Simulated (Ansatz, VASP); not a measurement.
# Ti in VASP and in Ansatz

The input INCAR:

```
SYSTEM = Ti
ALGO = Fast
EDIFF = 1E-7
ENCUT = 520
GGA = PS
ISIF = 2
ISMEAR = 0
LASPH = .True.
LCHARG = .False.
LREAL = .False.
LWAVE = .False.
NBANDS = 12
NELM = 80
PREC = Accurate
SIGMA = 0.15
```

Contents of KPOINTS:

```
k-points
0
Gamma
  20 20 20
  0 0 0
```

File POSCAR:

```
Ti
1.0
    0.0000000000      2.0300000000      2.2583750000
    2.0300000000      0.0000000000      2.2583750000
    2.0300000000      2.0300000000      0.0000000000
Ti
1
Direct
    0.0000000000      0.0000000000      0.0000000000
```

Input for Ansatz:

```yaml
crystal:
  lattice:
    - [0.0, 2.03, 2.258375]
    - [2.03, 0.0, 2.258375]
    - [2.03, 2.03, 0.0]
  atoms:
    - { symbol: Ti, position: [0.0, 0.0, 0.0] }
basis:
  ecutwfc: 420
kpoints:
  mp_grid: { grid: [20, 20, 20] }
hamiltonian:
  xc: pbesol
scf:
  occupations: { method: gaussian, width: 0.15 }
output:
  forces: true
  stress: true
  eigenvalues: true
```

Change from the starting cell: strain +0.1125 x Voigt [0, 0, 1, 0, 0, 0], atoms carried along.

Alike in both runs: task single point; functional PBEsol; k mesh 20 × 20 × 20; occupations gaussian, width 0.15 eV; no spin polarisation.

```csv
,VASP,Ansatz
version,VASP 6.6.1,Ansatz 0.2.0
potentials or method,"VASP PAW PBE potentials, release 64 (Ti_sv), cutoff 520 eV","scalar-relativistic, plane waves, PAW"
valence electrons in the cell,12,12
```

```csv
,VASP,Ansatz,Ansatz less VASP
gap on the k mesh at the Fermi level (eV),none,none,-
pressure (GPa),-10.6,-10.4,+0.13
"traceless stress, the component that is largest in VASP (GPa)",-2.18,-2.18,-0.005
```

VASP's potentials were made for PBE, not for PBEsol. A gap of «none» marks a metal or a gap that the smearing closes. The functional is the same, so the differences come from potentials, cutoffs and numerics.
